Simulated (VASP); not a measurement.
Crystal: HfNb3F.

```
Hf Nb F
1.0
     3.78525    0.00000    0.00000
    -1.89262    3.27812    0.00000
     0.00000    0.00000    6.77651
Hf Nb F
1 3 1
Direct
  0.00000 0.00000 0.00000
  0.33333 0.66667 0.81432
  0.33333 0.66667 0.18568
  0.33333 0.66667 0.50000
  0.00000 0.00000 0.50000
```

The cell was built from a structure type or drawn by symmetry, and may not be a known phase.

```yaml
Program: VASP 6.6.1
Task: relaxation of cell and atoms
Functional: PBE
Potentials_or_basis: VASP PAW PBE potentials, release 64 (Hf_pv, Nb_sv, F)
Cutoff: 600 eV
k_mesh: 6 × 6 × 4
Occupations: gaussian, width 0.1 eV
Spin: no spin polarisation
```

At the start: pressure 41.8 GPa; volume 16.82 Å³/atom.

Task: How do energy, volume and symmetry change on relaxing?

Result: Over 16 steps the energy falls by 1223.9 meV/atom and the volume is 19.38 Å³/atom (+15.2 %); space group P-6m2 (No. 187, to 0.1 Å) before and after.

The path:
```csv
step,energy change (eV),largest force (eV/Å),pressure (GPa),volume (Å³)
1,0.0000,0.4133,41.84,84.09
2,-1.1075,0.6382,-20.07,145.29
3,-4.0713,2.0111,-5.86,110.96
4,-4.0741,2.0235,-5.43,110.39
5,-5.1475,1.9243,-3.59,103.19
6,-5.7328,1.8706,2.02,95.91
7,-5.7391,1.8245,5.19,93.46
8,-6.0791,0.4243,-1.78,98.05
9,-6.0791,0.4246,-1.78,98.05
10,-6.0821,0.5472,3.02,95.11
11,-6.1169,0.0091,0.56,96.51
12,-6.1169,0.0195,0.61,96.48
13,-6.1178,0.0969,-0.50,97.38
14,-6.1186,0.0653,-0.06,97.01
15,-6.1190,0.0494,-0.02,96.98
16,-6.1194,0.0146,0.07,96.91
```

Final structure:
```
Hf Nb F
1.0
     3.48104    0.00000    0.00000
    -1.74052    3.01467    0.00000
     0.00000    0.00000    9.23437
Hf Nb F
1 3 1
Direct
  0.00000 0.00000 0.00000
  0.33333 0.66667 0.76877
  0.33333 0.66667 0.23123
  0.33333 0.66667 0.50000
  0.00000 0.00000 0.50000
```

Caveat: the volume moved by over 15 % at a fixed basis, so the end points are rough.
